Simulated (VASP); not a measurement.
# KZnF3 (P4/mmm) in VASP: further runs

KZnF3 is run at these levels: LDA; tasks: single point.

Everything below comes from runs of VASP 6.6.1. Logs are shortened: lines on timing, memory, paths and dates and some standing lists are left out, and cuts for length are marked.

## 1. The cell of the first run

It takes space group P4/mmm (No. 123, tetragonal). Conventional cell: a = 4.400 Å, b = 4.400 Å, c = 3.432 Å, α = 90.00°, β = 90.00°, γ = 90.00°. K (site symmetry 4/mmm) has 12 F at 2.79 to 3.11 Å and 2 K at 3.43 Å and 8 Zn at 3.55 Å within 3.7 Å. Within 2.3 Å of Zn (site symmetry 4/mmm) lie 6 F at 1.72 to 2.20 Å. F (site symmetry 4/mmm) has 2 Zn at 1.72 Å within 2.3 Å. F (site symmetry mmm) has 2 Zn at 2.20 Å and 4 K at 2.79 Å and 4 F at 2.79 Å within 2.9 Å.

## 2. Single point, LDA

Contents of INCAR:

```
ALGO = Normal
EDIFF = 1E-7
ENCUT = 520
ISIF = 2
ISMEAR = 0
LASPH = T
LCHARG = F
LREAL = F
LWAVE = F
NBANDS = 29
NELM = 60
PREC = Accurate
SIGMA = 0.05
```

Contents of KPOINTS:

```
k-points
0
Gamma
  6 6 6
```

Contents of POSCAR:

```
KZnF3
1.0
    4.3997043004      0.0000000000      0.0000000000
    0.0000000000      4.3997043004      0.0000000000
    0.0000000000      0.0000000000      3.4317693543
K Zn F
1 1 3
Direct
    0.0000000000      0.0000000000      0.0000000000
    0.5000000000      0.5000000000      0.5000000000
    0.5000000000      0.5000000000      0.0000000000
    0.0000000000      0.5000000000      0.5000000000
    0.5000000000      0.0000000000      0.5000000000
```

Potentials or basis: VASP PAW LDA potentials, release 64 (K_sv, Zn, F).

On the command line:

```console
cat potpaw_LDA.64/K_sv/POTCAR potpaw_LDA.64/Zn/POTCAR potpaw_LDA.64/F/POTCAR > POTCAR
mpirun -np 1 vasp_std > vasp.out
```

OUTCAR:

```text
EDIFF = 1E-7
   ENCUT = 520
   ISIF = 2
   ISMEAR = 0
   LASPH = T
   LREAL = F
   NELM = 60
   PREC = Accurate

 ion  position               nearest neighbor table
   1  0.000  0.000  0.000-   4 2.79   5 2.79   4 2.79   5 2.79   4 2.79   4 2.79   5 2.79   5 2.79

   2  0.500  0.500  0.500-   3 1.72   3 1.72   5 2.20   4 2.20   5 2.20   4 2.20
   3  0.500  0.500  0.000-   2 1.72   2 1.72
   4  0.000  0.500  0.500-   2 2.20   2 2.20   1 2.79   1 2.79   1 2.79   1 2.79
   5  0.500  0.000  0.500-   2 2.20   2 2.20   1 2.79   1 2.79   1 2.79   1 2.79

  LATTYP: Found a simple tetragonal cell.
 ALAT       =     4.3997043004
 C/A-ratio  =     0.7800000000

  Lattice vectors:

 A1 = (   4.3997043004,   0.0000000000,   0.0000000000)
 A2 = (   0.0000000000,   4.3997043004,   0.0000000000)
 A3 = (   0.0000000000,   0.0000000000,   3.4317693543)

Analysis of symmetry for initial positions (statically):
=====================================================================
 Subroutine PRICEL returns:
 Original cell was already a primitive cell.

 Routine SETGRP: Setting up the symmetry group for a
 simple tetragonal supercell.

 Subroutine GETGRP returns: Found 16 space group operations
 (whereof 16 operations were pure point group operations)
 out of a pool of 16 trial point group operations.

The static configuration has the point symmetry D_4h.

Analysis of symmetry for dynamics (positions and initial velocities):
=====================================================================
 Subroutine PRICEL returns:
 Original cell was already a primitive cell.

 Routine SETGRP: Setting up the symmetry group for a
 simple tetragonal supercell.

 Subroutine GETGRP returns: Found 16 space group operations
 (whereof 16 operations were pure point group operations)
 out of a pool of 16 trial point group operations.

The dynamic configuration has the point symmetry D_4h.

 Subroutine INISYM returns: Found 16 space group operations
 (whereof 16 operations are pure point group operations),
 and found     1 'primitive' translations

----------------------------------------------------------------------------------------

                                     Primitive cell

  volume of cell :      66.4301

  direct lattice vectors                    reciprocal lattice vectors
     4.399704300  0.000000000  0.000000000     0.227288002  0.000000000  0.000000000
     0.000000000  4.399704300  0.000000000     0.000000000  0.227288002  0.000000000
     0.000000000  0.000000000  3.431769354     0.000000000  0.000000000  0.291394874

  length of vectors
     4.399704300  4.399704300  3.431769354     0.227288002  0.227288002  0.291394874

  position of ions in fractional coordinates (direct lattice)
     0.000000000  0.000000000  0.000000000
     0.500000000  0.500000000  0.500000000
     0.500000000  0.500000000  0.000000000
     0.000000000  0.500000000  0.500000000
     0.500000000  0.000000000  0.500000000

  ion indices of the primitive-cell ions
   primitive index   ion index
                 1           1
                 2           2
                 3           3
                 4           4
                 5           5

----------------------------------------------------------------------------------------

 KPOINTS: k-points

Automatic generation of k-mesh.
 Grid dimensions read from file:
 generate k-points for:    6    6    6

 Generating k-lattice:

  Cartesian coordinates                     Fractional coordinates (reciprocal lattice)
     0.037881334  0.000000000  0.000000000     0.166666667  0.000000000  0.000000000
     0.000000000  0.037881334  0.000000000     0.000000000  0.166666667  0.000000000
     0.000000000  0.000000000  0.048565812     0.000000000  0.000000000  0.166666667

  Length of vectors
     0.037881334  0.037881334  0.048565812

  Shift w.r.t. Gamma in fractional coordinates (k-lattice)
     0.000000000  0.000000000  0.000000000

 Subroutine IBZKPT returns following result:
 ===========================================

 Found     40 irreducible k-points:

 Following reciprocal coordinates:
            Coordinates               Weight
  0.000000  0.000000  0.000000      1.000000
  0.166667  0.000000  0.000000      4.000000
  0.333333  0.000000  0.000000      4.000000
  0.500000  0.000000  0.000000      2.000000
  0.166667  0.166667  0.000000      4.000000
  0.333333  0.166667  0.000000      8.000000
[... 16 lines left out ...]
  0.333333  0.000000  0.333333      8.000000
  0.500000  0.000000  0.333333      4.000000
 [... further k-points ...]
   k-points           NKPTS =     40   k-points in BZ     NKDIM =     40   number of bands    NBANDS=     29
   number of dos      NEDOS =    301   number of ions     NIONS =      5
   total plane-waves  NPLWV =  36288
   dimension x,y,z NGX =    36 NGY =   36 NGZ =   28
   dimension x,y,z NGXF=    72 NGYF=   72 NGZF=   56
   ions per type =               1   1   3
   NGX,Y,Z   is equivalent  to a cutoff of  13.60, 13.60, 13.56 a.u.
   NGXF,Y,Z  is equivalent  to a cutoff of  27.21, 27.21, 27.13 a.u.
 SYSTEM =  unknown system
   PREC   = accura    normal or accurate (medium, high low for compatibility)
   ISTART =      0    job   : 0-new  1-cont  2-samecut
   ICHARG =      2    charge: 1-file 2-atom 10-const
   ISPIN  =      1    spin polarized calculation?
   LNONCOLLINEAR =      F non collinear calculations
   LSORBIT =      F    spin-orbit coupling
   LASPH  =      T    aspherical Exc in radial PAW
   ENCUT  =  520.0 eV  38.22 Ry    6.18 a.u.   8.18  8.18  6.38*2*pi/ulx,y,z
   NELM   =     60;   NELMIN=  2; NELMDL= -5     # of ELM steps
   EDIFF  = 0.1E-06   stopping-criterion for ELM
   LREAL  =      F    real-space projection
   EDIFFG = 0.1E-05   stopping-criterion for IOM
   NSW    =      0    number of steps for IOM
   IBRION =     -1    ionic relax: 0-MD 1-quasi-New 2-CG
   NFREE  =      0    steps in history (QN), initial steepest desc. (CG)
   ISIF   =      2    stress and relaxation
   ISYM   =      2    0-nonsym 1-usesym 2-fastsym
   POTIM  = 0.5000    time-step for ionic-motion
   TEBEG  =    0.0;   TEEND  =   0.0 temperature during run
   PSTRESS=    0.0 pullay stress
   NELECT =      42.0000    total number of electrons
   NUPDOWN=      -1.0000    fix difference up-down
   EMIN   =  10.00;   EMAX   =-10.00  energy-range for DOS
   EFERMI =   0.00;   METHOD = LEGACY
   ISMEAR =     0;   SIGMA  =   0.05  broadening in eV -4-tet -1-fermi 0-gaus
   EFERMI_NEDOS =   21; number of points for ismear=-14 and -15
   IALGO  =     38    algorithm
   IMIX   =      4    mixing-type and parameters
     AMIX     =   0.40;   BMIX     =  1.00
     AMIX_MAG =   1.60;   BMIX_MAG =  1.00
  volume/ion in A,a.u.               =      13.29        89.66
  Fermi-wavevector in a.u.,A,eV,Ry     =   1.405086  2.655228 26.861528  1.974267
  Thomas-Fermi vector in A             =   2.527583
   LORBIT       =      0    0 simple, 1 ext, 2 COOP (PROOUT), +10 PAW based schemes
   GGA     = CA    functional components
   LHFCALC =     F    Hartree Fock is set to
   AEXX    =    0.0000 exact exchange contribution
   IVDW    =     0    specifies the selected vdW correction
   LEPSILON=     F    determine dielectric tensor
   LRPA    =     F    only Hartree local field effects (RPA)
 non-spin polarized calculation
 Gauss-broadening in eV      SIGMA  =   0.05
  energy-cutoff  :      520.00
  volume of cell :       66.43
 maximum number of plane-waves:      1816
 NGX is ok and might be reduce to    36

 number of electron      41.9999951 magnetization

 Free energy of the ion-electron system (eV)
  ---------------------------------------------------
  ext. energy  EPLUGINS =         0.00000000
  ---------------------------------------------------
  free energy    TOTEN  =       -22.09881083 eV

  energy without entropy =      -22.09881083  energy(sigma->0) =      -22.09881083

 E-fermi :  -0.2801     XC(G=0): -10.5773

 val. band max:       -0.6168526160   @ k =   0.5000   0.5000   0.5000
 cond. band min:       2.7303899094   @ k =   0.0000   0.0000   0.0000
 fundamental gap:      3.3472425254
 Fermi energy:        -0.2801026892

 k-point     1 :       0.0000    0.0000    0.0000
  band No.  band energies     occupation
      1     -27.7426      2.00000
      2     -24.1882      2.00000
      3     -21.2169      2.00000
      4     -21.0501      2.00000
      5     -11.5345      2.00000
      6     -11.5345      2.00000
[... 21 lines left out ...]
     28      10.6425      0.00000
     29      11.2154      0.00000

 k-point     2 :       0.1667    0.0000    0.0000
  band No.  band energies     occupation
      1     -27.7386      2.00000
      2     -24.1862      2.00000
      3     -21.2106      2.00000
      4     -21.0669      2.00000
      5     -11.5263      2.00000
      6     -11.5041      2.00000
[... 21 lines left out ...]
     28      10.7539      0.00000
     29      11.2040      0.00000

 k-point     3 :       0.3333    0.0000    0.0000
  band No.  band energies     occupation
      1     -27.7306      2.00000
      2     -24.1826      2.00000
      3     -21.1929      2.00000
      4     -21.1065      2.00000
      5     -11.5099      2.00000
      6     -11.4429      2.00000
[... 21 lines left out ...]
     28      10.9794      0.00000
     29      11.2538      0.00000

 k-point     4 :       0.5000    0.0000    0.0000
  band No.  band energies     occupation
      1     -27.7265      2.00000
      2     -24.1809      2.00000
      3     -21.1740      2.00000
      4     -21.1364      2.00000
      5     -11.5016      2.00000
      6     -11.4120      2.00000
[... 21 lines left out ...]
     28      10.9251      0.00000
     29      11.0933      0.00000

 k-point     5 :       0.1667    0.1667    0.0000
  band No.  band energies     occupation
      1     -27.7349      2.00000
      2     -24.1834      2.00000
      3     -21.2060      2.00000
      4     -21.0826      2.00000
      5     -11.5068      2.00000
      6     -11.4913      2.00000
[... 21 lines left out ...]
     28      10.7973      0.00000
     29      10.8711      0.00000
[... 510 lines left out ...]
     28       9.9347      0.00000
     29      12.3289      0.00000

 k-point    22 :       0.1667    0.0000    0.3333
  band No.  band energies     occupation
      1     -27.6755      2.00000
      2     -23.8877      2.00000
      3     -21.2596      2.00000
      4     -21.0317      2.00000
      5     -11.6029      2.00000
      6     -11.4260      2.00000
[... 21 lines left out ...]
     28       9.9615      0.00000
     29      11.7800      0.00000

 k-point    23 :       0.3333    0.0000    0.3333
  band No.  band energies     occupation
      1     -27.6708      2.00000
      2     -23.8875      2.00000
      3     -21.2069      2.00000
      4     -21.0739      2.00000
      5     -11.6411      2.00000
      6     -11.4464      2.00000
[... 21 lines left out ...]
     28      10.0793      0.00000
     29      11.0906      0.00000

 k-point    24 :       0.5000    0.0000    0.3333
  band No.  band energies     occupation
      1     -27.6685      2.00000
      2     -23.8872      2.00000
      3     -21.1501      2.00000
      4     -21.1252      2.00000
      5     -11.6556      2.00000
      6     -11.4612      2.00000
[... 21 lines left out ...]
     28      10.5914      0.00000
     29      10.9024      0.00000

 [... further k-points ...]
[... 5 lines left out ...]
  --------------------------------------------------------------------------------------
  -------------------------------------------------------------------------------------
  Total       -3.2236177     -3.2236177     10.9706531      0.0000000     -0.0000000      0.0000000
  in kB      -77.7479669    -77.7479669    264.5927837      0.0000000     -0.0000000      0.0000000
  external PRESSURE =      36.3656167 kB  Pullay stress =       0.0000000 kB

 VOLUME and BASIS-vectors are now :
 -----------------------------------------------------------------------------
  energy-cutoff  :      520.00
  volume of cell :       66.43
      direct lattice vectors                 reciprocal lattice vectors
     4.399704300  0.000000000  0.000000000     0.227288002  0.000000000  0.000000000
     0.000000000  4.399704300  0.000000000     0.000000000  0.227288002  0.000000000
     0.000000000  0.000000000  3.431769354     0.000000000  0.000000000  0.291394874

 POSITION                                       TOTAL-FORCE (eV/Angst)
 -----------------------------------------------------------------------------------
      0.00000      0.00000      0.00000         0.000000      0.000000      0.000000
      2.19985      2.19985      1.71588         0.000000      0.000000      0.000000
      2.19985      2.19985      0.00000         0.000000      0.000000      0.000000
      0.00000      2.19985      1.71588         0.000000      0.000000      0.000000
      2.19985      0.00000      1.71588         0.000000      0.000000      0.000000
 -----------------------------------------------------------------------------------
    total drift:                                0.000000      0.000000      0.000000

  FREE ENERGIE OF THE ION-ELECTRON SYSTEM (eV)
  ---------------------------------------------------
  free  energy   TOTEN  =       -22.0988108299 eV

  energy  without entropy=      -22.0988108299  energy(sigma->0) =      -22.09881083
```

It took 51 s on 1 thread of Intel Xeon 6975P-C (Granite Rapids), shared host; peak memory 0.2 GiB.

Results:

* Free energy: -22.0988 eV
* Pressure: 3.6 GPa
* Band gap on the k mesh: 3.35 eV (least direct gap 5.23 eV)

Levels at points of the mesh, in eV from the valence-band top:
| k point | band 18 | band 19 | band 20 | band 21 | band 22 | band 23 | band 24 | band 25 |
| --- | --- | --- | --- | --- | --- | --- | --- | --- |
| (0.00, 0.00, 0.00) | -2.03 | -2.03 | -1.93 | -1.88 | 3.35 | 7.43 | 8.57 | 9.05 |
| (0.50, 0.00, 0.00) | -2.06 | -2.05 | -2.00 | -1.81 | 5.61 | 7.03 | 8.38 | 9.29 |
| (0.50, 0.50, 0.00) | -1.91 | -1.91 | -1.90 | -1.16 | 6.87 | 8.44 | 8.60 | 8.60 |
| (0.00, 0.00, 0.50) | -2.27 | -2.22 | -2.22 | -2.18 | 7.32 | 8.37 | 9.89 | 9.89 |
| (0.50, 0.00, 0.50) | -2.29 | -2.28 | -2.01 | -0.32 | 7.86 | 8.87 | 9.90 | 10.16 |
| (0.50, 0.50, 0.50) | -1.92 | -1.80 | -1.14 | 0.00 | 7.25 | 7.25 | 7.99 | 9.97 |

Caveat: the stress differs along the axes, from -8 to 26 GPa. A k mesh can miss the band edges.

## 3. Single point, LDA

This run uses another cell than the first one, of the same volume but with other edges.

Contents of INCAR:

```
ALGO = Normal
EDIFF = 1E-6
ENCUT = 520
GGA = CA
ISIF = 2
ISMEAR = 0
LASPH = T
LCHARG = F
LREAL = F
LWAVE = F
NBANDS = 29
NELM = 80
PREC = Accurate
SIGMA = 0.05
```

KPOINTS is that of step 2.

POSCAR: that of step 2 with these lines changed.

```diff
@@ -2,5 +2,5 @@
 1.0
-    4.3997043004      0.0000000000      0.0000000000
-    0.0000000000      4.3997043004      0.0000000000
-    0.0000000000      0.0000000000      3.4317693543
+    3.7108543247      0.0000000000      0.0000000000
+    0.0000000000      3.7108543247      0.0000000000
+    0.0000000000      0.0000000000      4.8241106220
 K Zn F
```

Potentials or basis: VASP PAW LDA potentials, release 64 (K_sv, Zn, F).

On the command line:

```console
cat potpaw_LDA.64/K_sv/POTCAR potpaw_LDA.64/Zn/POTCAR potpaw_LDA.64/F/POTCAR > POTCAR
mpirun -np 1 vasp_std > vasp.out
```

It took 45 s on 1 thread of Intel Xeon 6975P-C (Granite Rapids), shared host; peak memory 0.19 GiB.

It converged, with:

| Item | Value |
| --- | --- |
| Free energy | -22.3751 eV |
| Pressure | 3.8 GPa |
| Band gap on the k mesh | 2.88 eV (least direct gap 5.12 eV) |

Stress tensor (GPa, compression positive):
```
10.30  0.00  0.00
 0.00 10.30  0.00
 0.00  0.00 -9.14
```

Levels at points of the mesh, in eV from the valence-band top:
```
           k point  band 18  band 19  band 20  band 21  band 22  band 23  band 24  band 25
(0.00, 0.00, 0.00)    -3.21    -2.51    -2.24    -2.24     2.88     7.18     8.11     8.54
(0.50, 0.00, 0.00)    -2.66    -2.59    -2.56    -2.28     6.22     7.30     8.42     9.15
(0.50, 0.50, 0.00)    -2.47    -2.36    -2.36     0.00     7.80     9.08     9.08     9.32
(0.00, 0.00, 0.50)    -3.23    -2.55    -2.22    -2.22     4.75     6.42     7.60     9.89
(0.50, 0.00, 0.50)    -2.58    -2.56    -2.46    -1.32     6.82     7.75     8.75     9.03
(0.50, 0.50, 0.50)    -2.18    -2.18    -1.67     0.00     6.67     7.25     7.25     9.36
```

Caveat: the stress differs along the axes, from -9 to 10 GPa.

[end of part 1 of 2]
